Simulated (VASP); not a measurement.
A run of VASP 6.6.1:

POSCAR

```
Li
1.0
    3.4775708673      0.0000000000      0.0000000000
    0.0000000000      3.4775708673      0.0000000000
    0.0000000000      0.0000000000      3.4775708673
Li
2
Direct
    0.0000000000      0.0000000000      0.0000000000
    0.5000000000      0.5000000000      0.5000000000
```

INCAR.step1

```
SYSTEM = Li
PREC = Accurate
ENCUT = 520
ISMEAR = -1
SIGMA = 0.05
LREAL = .FALSE.
LASPH = .TRUE.
NELM = 80
NBANDS = 10
GGA = PE
ALGO = Normal
EDIFF = 1E-4
LWAVE = .TRUE.
LCHARG = .FALSE.
```

The input INCAR.step2:

```
SYSTEM = Li
PREC = Accurate
ENCUT = 520
EDIFF = 1E-6
ISMEAR = -1
SIGMA = 0.05
LREAL = .FALSE.
LASPH = .TRUE.
NELM = 80
ALGO = Normal
ISIF = 2
LWAVE = .FALSE.
LCHARG = .FALSE.
METAGGA = R2SCAN
LMIXTAU = .TRUE.
NBANDS = 10
ISTART = 1
```

KPOINTS

```
regular mesh
0
G
  12 12 12
  0 0 0
```

Potentials or basis: VASP PAW PBE potentials, release 64 (Li_sv).

Command:

```console
$ cat potpaw_PBE.64/Li_sv/POTCAR > POTCAR
$ cp INCAR.step1 INCAR
$ mpirun -np 1 vasp_std > vasp.out
$ cp INCAR.step2 INCAR
$ mpirun -np 1 vasp_std > vasp.out
```

Hardware: 1 thread of Intel(R) Xeon(R) 6975P-C (Granite Rapids) (shared host).

Q: How long does it take, and how much memory?

A: Wall time 76 s on 1 thread of Intel(R) Xeon(R) 6975P-C (Granite Rapids), on a shared host, peak memory 0.16 GiB. Counts: k points 84.
